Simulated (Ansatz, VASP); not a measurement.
**Two plane-wave programs on Hf3ZrS8**

```xyz
12
Lattice="3.6602 0.0000 0.0000 -1.8301 3.1698 0.0000 0.0000 0.0000 27.3346" Properties=species:S:1:pos:R:3 pbc="T T T"
Zr    0.0000    0.0000   13.6673
Hf    0.0000    0.0000   20.4853
Hf    0.0000    0.0000    0.0000
Hf    0.0000    0.0000    6.8493
S     0.0000    2.1132   21.9280
S     0.0000    2.1132    1.4426
S     0.0000    2.1132    8.2919
S     0.0000    2.1132   15.1271
S     1.8301    1.0566   25.8920
S     1.8301    1.0566    5.4066
S     1.8301    1.0566   12.2075
S     1.8301    1.0566   19.0427
```

Alike in both runs: functional PBE; k mesh 12 × 12 × 1; occupations gaussian, width 0.02 eV; no spin polarisation.

Ansatz relaxed the structure, and its values are those at the end. VASP's run is a single point on that final structure, the one shown.

|  | VASP | Ansatz |
| --- | --- | --- |
| version | VASP 6.6.1 | Ansatz 0.2.0 |
| potentials or method | VASP PAW PBE potentials, release 64 (Zr_sv, Hf_pv, S), cutoff 520 eV | scalar-relativistic, plane waves, PAW |
| valence electrons in the cell | 90 | 138 |

```csv
,VASP,Ansatz,Ansatz less VASP
gap on the k mesh at the Fermi level (eV),1.11,1.11,0.000
least direct gap on the mesh (eV),1.69,1.68,-0.008
pressure (GPa),-0.4,0.0,+0.38
rms of the force components (eV/Å),0.027,0.001,-0.0256
```

With one functional, cell and mesh, what is left measures potentials, basis and numerics. VASP's potentials hold 90 valence electrons a cell and Ansatz's 138, so a difference there can come from the potentials and not from the codes.

Neither program's run includes spin-orbit coupling.
